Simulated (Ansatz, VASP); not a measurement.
# CaHfAs2 in VASP and in Ansatz

Contents of INCAR:

```
SYSTEM = CaHfAs2
  ALGO = Normal
  EDIFF = 1E-6
  ENCUT = 520
  ISIF = 2
  ISMEAR = 0
  LASPH = .TRUE.
  LCHARG = .FALSE.
  LREAL = .FALSE.
  LWAVE = .FALSE.
  NBANDS = 23
  NELM = 60
  PREC = Accurate
  SIGMA = 0.1
```

KPOINTS

```
k-points
0
G
  12 12 8
  0 0 0
```

POSCAR

```
CaHfAs2
1.0
    3.9214514465     -0.0000000028      0.0000000000
   -1.9607257208      3.3960765738      0.0000000000
    0.0000000000      0.0000000000      7.0773761578
Ca Hf As
1 1 2
Direct
    0.0000000000      0.0000000000      0.0000000000
    0.0000000000      0.0000000000      0.5000000000
    0.3333333333      0.6666666667      0.7219268056
    0.6666666667      0.3333333333      0.2780731944
```

Input for Ansatz:

```yaml
crystal:
  lattice:
    - [3.9214514465, -2.8e-09, 0.0]
    - [-1.9607257208, 3.3960765738, 0.0]
    - [0.0, 0.0, 7.0773761578]
  atoms:
    - { symbol: Ca, position: [0.0, 0.0, 0.0] }
    - { symbol: Hf, position: [0.0, 0.0, 0.5] }
    - { symbol: As, position: [0.3333333333, 0.6666666667, 0.7219268056] }
    - { symbol: As, position: [0.6666666667, 0.3333333333, 0.2780731944] }
basis:
  ecutwfc: 420
kpoints:
  mp_grid: { grid: [12, 12, 8] }
  band_path:
    path:
      - [[0.0, 0.0, 0.0], [0.5, 0.0, 0.0], [0.33333333, 0.33333333, 0.0], [0.0, 0.0, 0.0], [0.0, 0.0, 0.5], [0.5, 0.0, 0.5], [0.33333333, 0.33333333, 0.5], [0.0, 0.0, 0.5]]
      - [[0.5, 0.0, 0.5], [0.5, 0.0, 0.0]]
      - [[0.33333333, 0.33333333, 0.5], [0.33333333, 0.33333333, 0.0]]
    npoints: 14
hamiltonian:
  xc: lda
scf:
  occupations: { method: gaussian, width: 0.1 }
  n_extra_bands: 10
output:
  forces: true
  stress: true
  eigenvalues: true
  populations: true
  dos: { projected: true, de: 0.02, nscf_kmesh: { grid: [15, 15, 10] } }
  bader: true
  write_density: true
  write_potential: true
  elf: true
  volumetric_format: npy
```

Alike in both runs: task single point; functional LDA; k mesh 12 × 12 × 8; occupations gaussian, width 0.1 eV; no spin polarisation.

|  | VASP | Ansatz |
| --- | --- | --- |
| version | VASP 6.6.1 | Ansatz 0.2.0 |
| potentials or method | VASP PAW LDA potentials, release 64 (Ca_sv, Hf_pv, As), cutoff 520 eV | scalar-relativistic, plane waves, PAW |
| valence electrons in the cell | 30 | 66 |

VASP gave:

| Quantity | Value |
| --- | --- |
| gap on the k mesh at the Fermi level (eV) | none |
| pressure (GPa) | -5.3 |
| traceless stress, the component that is largest in VASP (GPa) | -0.23 |
| rms of the force components (eV/Å) | 0.094 |

Task: What did Ansatz give for the same quantities?

Result: gap on the k mesh at the Fermi level (eV): none; pressure (GPa): -5.5; traceless stress, the component that is largest in VASP (GPa): -0.29; rms of the force components (eV/Å): 0.088.

LDA's correlation is that of Perdew and Zunger in VASP and of Perdew and Wang (1992) in Ansatz. Atom by atom the forces differ by 0.007 eV/Å (rms over components). A gap of «none» marks a metal or a gap that the smearing closes. VASP's potentials hold 30 valence electrons a cell and Ansatz's 66, so a difference there can come from the potentials and not from the codes.

Neither program's run includes spin-orbit coupling.
